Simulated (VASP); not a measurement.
# Sc: electric field gradients with LDA

Sc:

```
Sc
1.0
     3.30880    0.01654    0.01654
    -1.64007    2.85723    0.00606
     0.02634    0.02634    5.26800
Sc
2
Direct
  0.33333 0.66667 0.25000
  0.66667 0.33333 0.75000
```

This cell differs from its parent crystal: equal xy, yz and zx shear strains of +1 %.

* Program: VASP 6.6.1
* Task: electric field gradients
* Functional: LDA
* Potentials or basis: VASP PAW LDA potentials, release 64 (Sc_sv)
* Cutoff: 520 eV
* k mesh: 13 × 13 × 7
* Occupations: fermi-dirac, width 0.03 eV
* Spin: no spin polarisation
* Dipole correction: no
* Further INCAR settings: ALGO = Normal; EDIFF = 1e-08; NBANDS = 18

| Item | Value |
| --- | --- |
| Pressure | -5.2 GPa |
| Largest force | 0.010 eV/Å |
| Band gap on the k mesh | zero (bands 11 and 12 overlap by 1.19 eV) |
| Largest electric field gradient by atom | Sc +9.8 V/Å² |

Forces on the atoms (eV/Å):
```
Sc  -0.010  0.000  0.001
Sc   0.010  0.000 -0.001
```

Stress tensor (GPa, compression positive):
```
-4.64 -0.34 -0.26
-0.34 -4.64 -0.26
-0.26 -0.26 -6.44
```

Levels at points of the mesh, in eV from the Fermi level:
| k point | band 8 | band 9 | band 10 | band 11 | band 12 | band 13 | band 14 | band 15 |
| --- | --- | --- | --- | --- | --- | --- | --- | --- |
| (0.00, 0.00, 0.00) | -27.60 | -5.06 | -1.68 | 0.52 | 1.47 | 1.58 | 1.64 | 1.89 |

Electric field gradients, principal values (V/Å²):
```tsv
atom	least	middle	greatest (by size)
1 Sc	-3.801	-5.953	9.754
2 Sc	-3.801	-5.953	9.754
```

Run time: 12 min on 1 thread of Intel Xeon 8259CL, on a shared host, peak memory 0.5 GiB.

Caveat: the cell differs from its parent crystal (equal xy, yz and zx shear strains of +1 %); the cell stands under tension; without QUAD_EFG the Cq values of the log hold for a quadrupole moment of 1 mb, not for the nuclei.
